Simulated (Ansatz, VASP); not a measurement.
**BO in VASP and in Ansatz**

```
B O
1.0
     3.85864    0.00000    0.00000
    -1.92932    3.34168    0.00000
     0.00000    0.00000    3.11322
B O
3 3
Direct
  0.50000 0.00000 0.00000
  0.50000 0.50000 0.00000
  0.00000 0.50000 0.00000
  0.00000 0.00000 0.00000
  0.33333 0.66667 0.50000
  0.66667 0.33333 0.50000
```

Alike in both runs: task relaxation of cell and atoms; functional PBE; k mesh 6 × 6 × 6; occupations gaussian, width 0.1 eV; no spin polarisation.

```csv
,VASP,Ansatz
version,VASP 6.6.1,Ansatz 0.2.0
potentials or method,"VASP PAW PBE potentials, release 64 (B, O), cutoff 600 eV","scalar-relativistic, plane waves, PAW"
valence electrons in the cell,27,27
```

Ansatz gave:

| Item | Value |
| --- | --- |
| gap on the k mesh at the Fermi level, each at its own relaxed structure (eV) | none |
| relaxed volume (Å³/atom) | 7.16 |
| relaxed length of the cell vector where the two differ most in proportion (Å) | 4.064 |

Q: What did VASP give for the same quantities?

A: gap on the k mesh at the Fermi level, each at its own relaxed structure (eV): none; relaxed volume (Å³/atom): 7.17; relaxed length of the cell vector where the two differ most in proportion (Å): 4.069.

A gap of «none» marks a metal or a gap that the smearing closes.
